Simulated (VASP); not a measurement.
Write the native input for VASP 6.6.1 that does the following.

| Property | Result |
| --- | --- |
| Task | single point |
| Functional | LDA |
| Potentials or basis | VASP PAW LDA potentials, release 64 (Sb, Ga_d) |
| Cutoff | 520 eV |
| k mesh | 6 × 6 × 6 |
| Occupations | fermi-dirac, width 0.05 eV |
| Spin | no spin polarisation |
| Dipole correction | no |
| Further INCAR settings | ALGO = Normal; EDIFF = 1e-06; NBANDS = 22 |

The structure of GaSb3 lies in POSCAR:

```
GaSb3
1.0
    0.0000000000      3.7553016472      3.7553016472
    3.7553016472      0.0000000000      3.7553016472
    3.7553016472      3.7553016472      0.0000000000
Sb Ga
3 1
Direct
    0.5000000000      0.5000000000      0.5000000000
    0.7500000000      0.7500000000      0.7500000000
    0.2500000000      0.2500000000      0.2500000000
    0.0000000000      0.0000000000      0.0000000000
```

This cell differs from its parent crystal: volume scaled by 1.02.

One way to write it, as run:

INCAR

```
ALGO = Normal ; EDIFF = 1E-6
ENCUT = 520 ; GGA = CA
ISIF = 2 ; ISMEAR = -1
LASPH = T ; LCHARG = T
LELF = T ; LREAL = F
LVHAR = T ; LWAVE = F
NBANDS = 22 ; NELM = 100
PREC = Accurate ; SIGMA = 0.05
```

KPOINTS

```
k-points
0
Gamma
  6 6 6
```

Potentials or basis: VASP PAW LDA potentials, release 64 (Sb, Ga_d).

Launch:

```console
$ cat potpaw_LDA.64/Sb/POTCAR potpaw_LDA.64/Ga_d/POTCAR > POTCAR
$ mpirun -np 1 vasp_std > vasp.out
```

It gave:

- Pressure: -5.3 GPa
- Band gap on the k mesh: zero (band 14 reaches 8.29 eV, above the bottom of band 15 at 4.76 eV)

Caveat: spin-orbit coupling is left out, which moves the levels of the heavy elements.

Wall time 32 s on 1 thread of Intel Xeon 6975P-C, on a shared host, peak memory 0.21 GiB.
